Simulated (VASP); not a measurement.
BeS:

```
Be S
1.0
     0.00000    2.43431    2.43431
     2.41848    0.00000    2.43431
     2.41848    2.43431    0.00000
Be S
1 1
Cartesian
  0.0000 0.0000 0.0000
  1.2092 1.2172 1.2172
```

This cell differs from its parent crystal: uniaxial x strain -0.7%.

Base run:

* Program: VASP 6.6.1
* Functional: r2SCAN
* Potentials or basis: VASP PAW PBE potentials, release 64 (Be, S)
* Cutoff: 520 eV
* k mesh: 10 × 10 × 10
* Occupations: gaussian, width 0.01 eV
* Spin: no spin polarisation

Its results: band gap on the k mesh 3.53 eV, indirect (least direct gap 6.23 eV); pressure 0.9 GPa.

Q: The run is repeated on the same cell with these changes: functional from r2SCAN to PBE; occupations from gaussian, width 0.01 eV to fermi-dirac, width 0.02 eV. What comes out?

A: Band gap on the k mesh 3.07 eV, indirect (least direct gap 5.64 eV); pressure 1.1 GPa.

Caveats: the PAW data sets were made with another functional, which shifts forces and pressure a little (some runs).

A k mesh can miss the band edges.
